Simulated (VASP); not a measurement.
# ZnSe2 (Pa-3) in VASP: a series of runs

ZnSe2 is run at these levels: PBEsol; tasks: single point.

Program: VASP 6.6.1. These are calculated values, not measurements. Logs are shortened: lines on timing, memory, paths and dates and some standing lists are left out, and cuts for length are marked.

**1. The cell of the first run**

The structure is cubic, space group Pa-3 (No. 205). Conventional cell: a = 6.239 Å, b = 6.239 Å, c = 6.239 Å, α = 90.00°, β = 90.00°, γ = 90.00°. Within 3.5 Å of Zn (site symmetry -3) lie 6 Se at 2.62 Å. Within 3.1 Å of Se (site symmetry 3) lie 1 Se at 2.38 Å and 3 Zn at 2.62 Å.

**2. Single point, PBEsol**

INCAR

```
PREC = Accurate
ENCUT = 520
EDIFF = 1E-6
ISMEAR = 0
SIGMA = 0.02
LREAL = False
LASPH = True
NELM = 100
ALGO = Normal
ISIF = 2
LWAVE = False
LCHARG = True
GGA = PS
LELF = True
LVHAR = True
NBANDS = 60
```

KPOINTS

```
regular mesh
0
Gamma
  4 4 4
```

POSCAR

```
ZnSe2
1.0
    6.2392186622      0.0000000000      0.0000000000
    0.0000000000      6.2392186622      0.0000000000
    0.0000000000      0.0000000000      6.2392186622
Zn Se
4 8
Direct
    0.5000000000      0.5000000000      0.0000000000
    0.5000000000      0.0000000000      0.5000000000
    0.0000000000      0.5000000000      0.5000000000
    0.0000000000      0.0000000000      0.0000000000
    0.1099629536      0.8900370464      0.3900370464
    0.8900370464      0.3900370464      0.1099629536
    0.3900370464      0.1099629536      0.8900370464
    0.6099629536      0.6099629536      0.6099629536
    0.8900370464      0.1099629536      0.6099629536
    0.1099629536      0.6099629536      0.8900370464
    0.6099629536      0.8900370464      0.1099629536
    0.3900370464      0.3900370464      0.3900370464
```

Potentials or basis: VASP PAW PBE potentials, release 64 (Zn, Se).

Run with:

```
$ cat potpaw_PBE.64/Zn/POTCAR potpaw_PBE.64/Se/POTCAR > POTCAR
$ mpirun -np 1 vasp_std > vasp.out
```

OUTCAR:

```text
PREC = Accurate
   ENCUT = 520
   EDIFF = 1E-6
   ISMEAR = 0
   LREAL = False
   LASPH = True
   NELM = 100
   ISIF = 2
   GGA = PS

 ion  position               nearest neighbor table
   1  0.500  0.500  0.000-   8 2.62  12 2.62   6 2.62  10 2.62  11 2.62   7 2.62
   2  0.500  0.000  0.500-   7 2.62  11 2.62   8 2.62   9 2.62   5 2.62  12 2.62
   3  0.000  0.500  0.500-   6 2.62  10 2.62   8 2.62   9 2.62   5 2.62  12 2.62
   4  0.000  0.000  0.000-   5 2.62   9 2.62   7 2.62   6 2.62  10 2.62  11 2.62
   5  0.110  0.890  0.390-   9 2.38   4 2.62   2 2.62   3 2.62
   6  0.890  0.390  0.110-  10 2.38   3 2.62   4 2.62   1 2.62
   7  0.390  0.110  0.890-  11 2.38   2 2.62   4 2.62   1 2.62
   8  0.610  0.610  0.610-  12 2.38   1 2.62   3 2.62   2 2.62
   9  0.890  0.110  0.610-   5 2.38   4 2.62   2 2.62   3 2.62
  10  0.110  0.610  0.890-   6 2.38   3 2.62   4 2.62   1 2.62
  11  0.610  0.890  0.110-   7 2.38   2 2.62   4 2.62   1 2.62
  12  0.390  0.390  0.390-   8 2.38   1 2.62   3 2.62   2 2.62

  LATTYP: Found a simple cubic cell.
 ALAT       =     6.2392186622

  Lattice vectors:

 A1 = (   6.2392186622,   0.0000000000,   0.0000000000)
 A2 = (   0.0000000000,   6.2392186622,   0.0000000000)
 A3 = (   0.0000000000,   0.0000000000,   6.2392186622)

Analysis of symmetry for initial positions (statically):
=====================================================================
 Subroutine PRICEL returns:
 Original cell was already a primitive cell.

 Routine SETGRP: Setting up the symmetry group for a
 simple cubic supercell.

 Subroutine GETGRP returns: Found 24 space group operations
 (whereof  6 operations were pure point group operations)
 out of a pool of 48 trial point group operations.

The static configuration has the point symmetry S_6 .
 The point group associated with its full space group is T_h .

Analysis of symmetry for dynamics (positions and initial velocities):
=====================================================================
 Subroutine PRICEL returns:
 Original cell was already a primitive cell.

 Routine SETGRP: Setting up the symmetry group for a
 simple cubic supercell.

 Subroutine GETGRP returns: Found 24 space group operations
 (whereof  6 operations were pure point group operations)
 out of a pool of 48 trial point group operations.

The dynamic configuration has the point symmetry S_6 .
 The point group associated with its full space group is T_h .

 Subroutine INISYM returns: Found 24 space group operations
 (whereof  6 operations are pure point group operations),
 and found     1 'primitive' translations

----------------------------------------------------------------------------------------

                                     Primitive cell

  volume of cell :     242.8794

  direct lattice vectors                    reciprocal lattice vectors
     6.239218662  0.000000000  0.000000000     0.160276479  0.000000000  0.000000000
     0.000000000  6.239218662  0.000000000     0.000000000  0.160276479  0.000000000
     0.000000000  0.000000000  6.239218662     0.000000000  0.000000000  0.160276479

  length of vectors
     6.239218662  6.239218662  6.239218662     0.160276479  0.160276479  0.160276479

  position of ions in fractional coordinates (direct lattice)
     0.500000000  0.500000000  0.000000000
     0.500000000  0.000000000  0.500000000
     0.000000000  0.500000000  0.500000000
     0.000000000  0.000000000  0.000000000
     0.109962954  0.890037046  0.390037046
     0.890037046  0.390037046  0.109962954
     0.390037046  0.109962954  0.890037046
     0.609962954  0.609962954  0.609962954
     0.890037046  0.109962954  0.609962954
     0.109962954  0.609962954  0.890037046
     0.609962954  0.890037046  0.109962954
     0.390037046  0.390037046  0.390037046

  ion indices of the primitive-cell ions
   primitive index   ion index
                 1           1
                 2           2
                 3           3
                 4           4
                 5           5
                 6           6
                 7           7
                 8           8
                 9           9
                10          10
                11          11
                12          12

----------------------------------------------------------------------------------------

 KPOINTS: regular mesh

Automatic generation of k-mesh.
 Grid dimensions read from file:
 generate k-points for:    4    4    4

 Generating k-lattice:

  Cartesian coordinates                     Fractional coordinates (reciprocal lattice)
     0.040069120  0.000000000  0.000000000     0.250000000  0.000000000  0.000000000
     0.000000000  0.040069120  0.000000000     0.000000000  0.250000000  0.000000000
     0.000000000  0.000000000  0.040069120     0.000000000  0.000000000  0.250000000

  Length of vectors
     0.040069120  0.040069120  0.040069120

  Shift w.r.t. Gamma in fractional coordinates (k-lattice)
     0.000000000  0.000000000  0.000000000

 Subroutine IBZKPT returns following result:
 ===========================================

 Found     11 irreducible k-points:

 Following reciprocal coordinates:
            Coordinates               Weight
  0.000000  0.000000  0.000000      1.000000
  0.250000  0.000000  0.000000      6.000000
  0.500000  0.000000  0.000000      3.000000
  0.250000  0.250000  0.000000     12.000000
  0.500000  0.250000  0.000000      6.000000
 -0.250000  0.500000  0.000000      6.000000
  0.500000  0.500000  0.000000      3.000000
  0.250000  0.250000  0.250000      8.000000
  0.500000  0.250000  0.250000     12.000000
  0.500000  0.500000  0.250000      6.000000
  0.500000  0.500000  0.500000      1.000000
   k-points           NKPTS =     11   k-points in BZ     NKDIM =     11   number of bands    NBANDS=     60
   number of dos      NEDOS =    301   number of ions     NIONS =     12
   total plane-waves  NPLWV = 110592
   dimension x,y,z NGX =    48 NGY =   48 NGZ =   48
   dimension x,y,z NGXF=    96 NGYF=   96 NGZF=   96
   ions per type =               4   8
   NGX,Y,Z   is equivalent  to a cutoff of  12.79, 12.79, 12.79 a.u.
   NGXF,Y,Z  is equivalent  to a cutoff of  25.58, 25.58, 25.58 a.u.
 SYSTEM =  unknown system
   PREC   = accura    normal or accurate (medium, high low for compatibility)
   ISTART =      0    job   : 0-new  1-cont  2-samecut
   ICHARG =      2    charge: 1-file 2-atom 10-const
   ISPIN  =      1    spin polarized calculation?
   LNONCOLLINEAR =      F non collinear calculations
   LSORBIT =      F    spin-orbit coupling
   LASPH  =      T    aspherical Exc in radial PAW
   ENCUT  =  520.0 eV  38.22 Ry    6.18 a.u.  11.60 11.60 11.60*2*pi/ulx,y,z
   NELM   =    100;   NELMIN=  2; NELMDL= -5     # of ELM steps
   EDIFF  = 0.1E-05   stopping-criterion for ELM
   LREAL  =      F    real-space projection
   EDIFFG = 0.1E-04   stopping-criterion for IOM
   NSW    =      0    number of steps for IOM
   IBRION =     -1    ionic relax: 0-MD 1-quasi-New 2-CG
   NFREE  =      0    steps in history (QN), initial steepest desc. (CG)
   ISIF   =      2    stress and relaxation
   ISYM   =      2    0-nonsym 1-usesym 2-fastsym
   POTIM  = 0.5000    time-step for ionic-motion
   TEBEG  =    0.0;   TEEND  =   0.0 temperature during run
   PSTRESS=    0.0 pullay stress
   NELECT =      96.0000    total number of electrons
   NUPDOWN=      -1.0000    fix difference up-down
   EMIN   =  10.00;   EMAX   =-10.00  energy-range for DOS
   EFERMI =   0.00;   METHOD = LEGACY
   ISMEAR =     0;   SIGMA  =   0.02  broadening in eV -4-tet -1-fermi 0-gaus
   EFERMI_NEDOS =   21; number of points for ismear=-14 and -15
   IALGO  =     38    algorithm
   IMIX   =      4    mixing-type and parameters
     AMIX     =   0.40;   BMIX     =  1.00
     AMIX_MAG =   1.60;   BMIX_MAG =  1.00
  volume/ion in A,a.u.               =      20.24       136.59
  Fermi-wavevector in a.u.,A,eV,Ry     =   1.201439  2.270390 19.639405  1.443456
  Thomas-Fermi vector in A             =   2.337248
   LORBIT       =      0    0 simple, 1 ext, 2 COOP (PROOUT), +10 PAW based schemes
   GGA     = PS    functional components
   LHFCALC =     F    Hartree Fock is set to
   AEXX    =    0.0000 exact exchange contribution
   IVDW    =     0    specifies the selected vdW correction
   LEPSILON=     F    determine dielectric tensor
   LRPA    =     F    only Hartree local field effects (RPA)
 non-spin polarized calculation
 Gauss-broadening in eV      SIGMA  =   0.02
  energy-cutoff  :      520.00
  volume of cell :      242.88
 maximum number of plane-waves:      6619
 NGX is ok and might be reduce to    48
   NGX = 23   NGY = 23   NGZ = 23

 number of electron      95.9999855 magnetization

 Free energy of the ion-electron system (eV)
  ---------------------------------------------------
  ext. energy  EPLUGINS =         0.00000000
  ---------------------------------------------------
  free energy    TOTEN  =       -41.22171125 eV

  energy without entropy =      -41.22171125  energy(sigma->0) =      -41.22171125

 E-fermi :   4.1657     XC(G=0): -10.3726

 val. band max:        4.0428159642   @ k =   0.0000   0.0000   0.0000
 cond. band min:       4.7613238820   @ k =   0.2500   0.2500   0.2500
 fundamental gap:      0.7185079178
 Fermi energy:         4.1657271291

 k-point     1 :       0.0000    0.0000    0.0000
  band No.  band energies     occupation
      1     -11.6219      2.00000
      2     -10.4442      2.00000
      3     -10.4442      2.00000
      4     -10.4442      2.00000
      5      -8.2612      2.00000
      6      -8.2612      2.00000
[... 52 lines left out ...]
     59       8.6519      0.00000
     60       9.9619      0.00000

 k-point     2 :       0.2500    0.0000    0.0000
  band No.  band energies     occupation
      1     -11.4819      2.00000
      2     -10.6609      2.00000
      3     -10.4247      2.00000
      4     -10.4237      2.00000
      5      -8.2421      2.00000
      6      -8.2362      2.00000
[... 564 lines left out ...]
      4     -10.6731      2.00000
      5      -8.3956      2.00000
      6      -8.3956      2.00000
[... 52 lines left out ...]
     59       8.4781      0.00000
     60       8.4781      0.00000

------------------------ aborting loop because EDIFF is reached ----------------------------------------

  FORCE on cell =-STRESS in cart. coord.  units (eV):
  Direction    XX          YY          ZZ          XY          YZ          ZX
  --------------------------------------------------------------------------------------
  -------------------------------------------------------------------------------------
  Total        0.3846447      0.3846447      0.3846447     -0.0000000      0.0000000      0.0000000
  in kB        2.5373458      2.5373458      2.5373458     -0.0000000      0.0000000      0.0000000
  external PRESSURE =       2.5373458 kB  Pullay stress =       0.0000000 kB

 VOLUME and BASIS-vectors are now :
 -----------------------------------------------------------------------------
  energy-cutoff  :      520.00
  volume of cell :      242.88
      direct lattice vectors                 reciprocal lattice vectors
     6.239218662  0.000000000  0.000000000     0.160276479  0.000000000  0.000000000
     0.000000000  6.239218662  0.000000000     0.000000000  0.160276479  0.000000000
     0.000000000  0.000000000  6.239218662     0.000000000  0.000000000  0.160276479

 POSITION                                       TOTAL-FORCE (eV/Angst)
 -----------------------------------------------------------------------------------
      3.11961      3.11961      0.00000        -0.000000     -0.000000     -0.000000
      3.11961      0.00000      3.11961        -0.000000     -0.000000     -0.000000
      0.00000      3.11961      3.11961        -0.000000     -0.000000     -0.000000
      0.00000      0.00000      0.00000        -0.000000     -0.000000     -0.000000
      0.68608      5.55314      2.43353         0.015220     -0.015220     -0.015220
      5.55314      2.43353      0.68608        -0.015220     -0.015220      0.015220
      2.43353      0.68608      5.55314        -0.015220      0.015220     -0.015220
      3.80569      3.80569      3.80569         0.015220      0.015220      0.015220
      5.55314      0.68608      3.80569        -0.015220      0.015220      0.015220
      0.68608      3.80569      5.55314         0.015220      0.015220     -0.015220
      3.80569      5.55314      0.68608         0.015220     -0.015220      0.015220
      2.43353      2.43353      2.43353        -0.015220     -0.015220     -0.015220
 -----------------------------------------------------------------------------------
    total drift:                               -0.000000      0.000000     -0.000000

  FREE ENERGIE OF THE ION-ELECTRON SYSTEM (eV)
  ---------------------------------------------------
  free  energy   TOTEN  =       -41.2217112549 eV

  energy  without entropy=      -41.2217112549  energy(sigma->0) =      -41.22171125
```

Run time: 90 s. Hardware: 1 thread of Intel Xeon 6975P-C (Granite Rapids), shared host; peak memory 0.37 GiB.

What came out:

```yaml
Free_energy: -41.2217 eV
Pressure: 0.3 GPa
Largest_force: 0.026 eV/Å
Band_gap_on_the_k_mesh: 0.72 eV, indirect (least direct gap 0.84 eV)
```

Forces in eV/Å, atoms in the order of the input:
```
Zn   0.000  0.000  0.000
Zn   0.000  0.000  0.000
Zn   0.000  0.000  0.000
Zn   0.000  0.000  0.000
Se   0.015 -0.015 -0.015
Se  -0.015 -0.015  0.015
Se  -0.015  0.015 -0.015
Se   0.015  0.015  0.015
Se  -0.015  0.015  0.015
Se   0.015  0.015 -0.015
Se   0.015 -0.015  0.015
Se  -0.015 -0.015 -0.015
```

Levels at points of the mesh, in eV from the valence-band top:
```tsv
k point	band 44	band 45	band 46	band 47	band 48	band 49	band 50	band 51	band 52	band 53
(0.00, 0.00, 0.00)	-0.81	-0.81	-0.81	0.00	0.00	0.84	1.49	2.15	2.15	2.15
(0.50, 0.00, 0.00)	-2.11	-1.52	-1.52	-0.17	-0.17	1.21	1.21	1.22	1.22	3.13
(0.50, 0.50, 0.00)	-1.84	-1.57	-1.57	-1.57	-1.57	1.17	1.17	1.17	1.17	2.76
(0.50, 0.50, 0.50)	-2.37	-1.95	-1.95	-1.95	-1.95	1.17	1.17	1.17	1.17	2.76
```

Caveat: the PAW data sets were made with another functional, which shifts forces and pressure a little.

**3. Single point, PBEsol**

INCAR

```
  PREC = Accurate
  ENCUT = 520
  EDIFF = 1E-7
  ISMEAR = 0
  SIGMA = 0.05
  LREAL = False
  LASPH = True
  NELM = 60
  ALGO = Normal
  ISIF = 2
  LWAVE = False
  LCHARG = False
  GGA = PS
  NBANDS = 60
```

KPOINTS

```
Automatic mesh
0
Gamma
  4 4 4
```

POSCAR is that of step 2.

Potentials or basis: VASP PAW PBE potentials, release 64 (Zn, Se).

Run with:

```
$ cat potpaw_PBE.64/Zn/POTCAR potpaw_PBE.64/Se/POTCAR > POTCAR
$ mpirun -np 1 vasp_std > vasp.out
```

Wall time 95 s (1 thread of Intel Xeon 6975P-C (Granite Rapids), shared host); peak memory 0.38 GiB.

Results (log left out):

```
Free energy            : -41.2217 eV
Pressure               : 0.2 GPa
Largest force          : 0.026 eV/Å
Band gap on the k mesh : 0.72 eV, indirect (least direct gap 0.84 eV)
```

Forces on the atoms (eV/Å):
```
Zn   0.000  0.000  0.000
Zn   0.000  0.000  0.000
Zn   0.000  0.000  0.000
Zn   0.000  0.000  0.000
Se   0.015 -0.015 -0.015
Se  -0.015 -0.015  0.015
Se  -0.015  0.015 -0.015
Se   0.015  0.015  0.015
Se  -0.015  0.015  0.015
Se   0.015  0.015 -0.015
Se   0.015 -0.015  0.015
Se  -0.015 -0.015 -0.015
```

Levels at points of the mesh, in eV from the valence-band top:
| k point | band 45 | band 46 | band 47 | band 48 | band 49 | band 50 | band 51 | band 52 |
| --- | --- | --- | --- | --- | --- | --- | --- | --- |
| (0.00, 0.00, 0.00) | -0.81 | -0.81 | 0.00 | 0.00 | 0.84 | 1.49 | 2.15 | 2.15 |
| (0.50, 0.00, 0.00) | -1.52 | -1.52 | -0.17 | -0.17 | 1.21 | 1.21 | 1.22 | 1.22 |
| (0.50, 0.50, 0.00) | -1.57 | -1.57 | -1.57 | -1.57 | 1.17 | 1.17 | 1.17 | 1.17 |
| (0.50, 0.50, 0.50) | -1.95 | -1.95 | -1.95 | -1.95 | 1.17 | 1.17 | 1.17 | 1.17 |

Caveat: the PAW data sets were made with another functional, which shifts forces and pressure a little. A k mesh can miss the band edges.

**4. Single point, PBEsol**

INCAR

```
SYSTEM = ZnSe2
PREC = Accurate ; ENCUT = 520
EDIFF = 1E-6 ; ISMEAR = 0
SIGMA = 0.02 ; LREAL = .FALSE.
LASPH = .TRUE. ; NELM = 80
ALGO = Normal ; ISIF = 2
LWAVE = .FALSE. ; LCHARG = .FALSE.
GGA = PS ; NBANDS = 60
```

KPOINTS

```
regular mesh
0
G
  6 6 6
  0 0 0
```

POSCAR

```
ZnSe2
1.0
    6.2392186514      0.0000000000      0.0000000000
    0.0000000000      6.2392186514      0.0000000000
    0.0000000000      0.0000000000      6.2392186514
Zn Se
4 8
Direct
    0.5000000000      0.5000000000      0.0000000000
    0.5000000000      0.0000000000      0.5000000000
    0.0000000000      0.5000000000      0.5000000000
    0.0000000000      0.0000000000      0.0000000000
    0.1099629532      0.8900370468      0.3900370468
    0.8900370468      0.3900370468      0.1099629532
    0.3900370468      0.1099629532      0.8900370468
    0.6099629532      0.6099629532      0.6099629532
    0.8900370468      0.1099629532      0.6099629532
    0.1099629532      0.6099629532      0.8900370468
    0.6099629532      0.8900370468      0.1099629532
    0.3900370468      0.3900370468      0.3900370468
```

Run with:

```
$ cat potpaw_PBE.64/Zn/POTCAR potpaw_PBE.64/Se/POTCAR > POTCAR
$ mpirun -np 1 vasp_std > vasp.out
```

Run time: 9.6 min. Hardware: 1 thread of Intel Xeon 8259CL, shared host; peak memory 0.46 GiB.

The run converged. Its results:

```
Free energy            : -41.2187 eV
Pressure               : 0.3 GPa
Largest force          : 0.031 eV/Å
Band gap on the k mesh : 0.69 eV, indirect (least direct gap 0.84 eV)
```

Forces on the atoms (eV/Å):
```
Zn   0.000  0.000  0.000
Zn   0.000  0.000  0.000
Zn   0.000  0.000  0.000
Zn   0.000  0.000  0.000
Se   0.018 -0.018 -0.018
Se  -0.018 -0.018  0.018
Se  -0.018  0.018 -0.018
Se   0.018  0.018  0.018
Se  -0.018  0.018  0.018
Se   0.018  0.018 -0.018
Se   0.018 -0.018  0.018
Se  -0.018 -0.018 -0.018
```

Levels at points of the mesh, in eV from the valence-band top:
| k point | band 44 | band 45 | band 46 | band 47 | band 48 | band 49 | band 50 | band 51 | band 52 | band 53 |
| --- | --- | --- | --- | --- | --- | --- | --- | --- | --- | --- |
| (0.00, 0.00, 0.00) | -0.81 | -0.81 | -0.81 | 0.00 | 0.00 | 0.84 | 1.49 | 2.15 | 2.15 | 2.15 |
| (0.50, 0.00, 0.00) | -2.11 | -1.52 | -1.52 | -0.17 | -0.17 | 1.21 | 1.21 | 1.22 | 1.22 | 3.13 |
| (0.50, 0.50, 0.00) | -1.84 | -1.57 | -1.57 | -1.57 | -1.57 | 1.17 | 1.17 | 1.17 | 1.17 | 2.76 |
| (0.50, 0.50, 0.50) | -2.37 | -1.95 | -1.95 | -1.95 | -1.95 | 1.17 | 1.17 | 1.17 | 1.17 | 2.76 |

Caveat: the PAW data sets were made with another functional, which shifts forces and pressure a little.

**5. The runs side by side**

```csv
k mesh,smearing,gap on the mesh (eV),pressure (GPa),largest force (eV/Å)
4 × 4 × 4,gaussian 0.02 eV,0.72,0.3,0.03
4 × 4 × 4,gaussian 0.05 eV,0.72,0.2,0.03
6 × 6 × 6,gaussian 0.02 eV,0.69,0.3,0.03
```

Alike in all rows: task single point; level PBEsol; potentials or basis VASP PAW PBE potentials, release 64 (Zn, Se); no spin polarisation; cell a = 6.239 Å, 12 atoms; cutoff (eV) 520.

On the cell as given the gap runs from 0.69 eV (PBEsol) to 0.72 eV (PBEsol); the meshes differ, which moves gaps too.

Caveats: the PAW data sets were made with another functional, which shifts forces and pressure a little.

Absolute energies hang on the potentials; compare differences alone.
